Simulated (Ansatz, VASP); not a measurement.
## SnSe: VASP beside Ansatz

```xyz
4
Lattice="2.1067 -5.7637 0.0000 2.1067 5.7637 0.0000 0.0000 0.0000 4.2032" Properties=species:S:1:pos:R:3 pbc="T T T"
Sn    2.1067   -4.3480    1.0508
Sn    2.1067    4.3480    3.1524
Se    2.1067   -1.6282    1.0508
Se    2.1067    1.6282    3.1524
```

Alike in both runs: functional PBEsol; k mesh 10 × 10 × 8; occupations gaussian, width 0.01 eV; no spin polarisation.

Ansatz relaxed the structure, and its values are those at the end. VASP's run is a single point on that final structure, the one shown.

|  | VASP | Ansatz |
| --- | --- | --- |
| version | VASP 6.6.1 | Ansatz 0.2.0 |
| potentials or method | VASP PAW PBE potentials, release 64 (Sn_d, Se), cutoff 520 eV | scalar-relativistic, plane waves, PAW |
| valence electrons in the cell | 40 | 60 |

```csv
,VASP,Ansatz,Ansatz less VASP
gap on the k mesh at the Fermi level (eV),0.21,0.22,+0.015
least direct gap on the mesh (eV),0.63,0.63,+0.004
pressure (GPa),0.0,0.0,-0.04
rms of the force components (eV/Å),0.008,0.000,-0.0077
```

VASP's potentials were made for PBE, not for PBEsol. VASP's potentials hold 40 valence electrons a cell and Ansatz's 60, so a difference there can come from the potentials and not from the codes.
